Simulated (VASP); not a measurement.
**HfH3: single point with PBEsol**

The system is HfH3.

```xyz
4
Lattice="3.1321 0.1234 0.1234 0.1234 3.1321 0.1234 0.1234 0.1234 3.1321" Properties=species:S:1:pos:R:3 pbc="T T T"
Hf    0.0000    0.0000    0.0000
H     0.1234    1.6277    1.6277
H     1.6277    0.1234    1.6277
H     1.6277    1.6277    0.1234
```

This cell differs from its parent crystal: strained.

```yaml
Program: VASP 6.6.1
Task: single point
Functional: PBEsol
Potentials_or_basis: VASP PAW PBE potentials, release 64 (Hf_pv, H)
Cutoff: 520 eV
k_mesh: 12 × 12 × 12
Occupations: gaussian, width 0.1 eV
Spin: no spin polarisation
Dipole_correction: no
Further_INCAR_settings: ALGO = Normal; EDIFF = 1e-07; NBANDS = 14
```

| Item | Value |
| --- | --- |
| Pressure | -9.0 GPa |

Stress tensor (GPa, compression positive):
```
-9.00 -4.43 -4.43
-4.43 -9.00 -4.43
-4.43 -4.43 -9.00
```

Levels at points of the mesh, in eV from the Fermi level:
```csv
k point,band 2,band 3,band 4,band 5,band 6,band 7,band 8,band 9,band 10,band 11
"(0.00, 0.00, 0.00)",-30.96,-30.88,-11.16,-4.14,-4.14,3.57,3.57,4.18,6.98,6.98
"(0.50, 0.00, 0.00)",-30.92,-30.86,-7.50,-6.83,-1.37,0.10,1.19,1.28,4.11,6.38
"(0.50, 0.50, 0.00)",-31.36,-30.85,-6.96,-4.35,-3.30,-2.26,1.70,2.05,6.09,7.66
"(0.50, 0.50, 0.50)",-31.29,-31.29,-6.76,-5.53,-5.53,3.04,4.47,6.00,6.00,6.23
```

Wall time 37 s on 1 thread of Intel(R) Xeon(R) Platinum 8488C (Sapphire Rapids), on a shared host, peak memory 0.2 GiB.

Caveat: the cell differs from its parent crystal (strained); the PAW data sets were made with another functional, which shifts forces and pressure a little; spin-orbit coupling is left out, which moves the levels of the heavy elements.
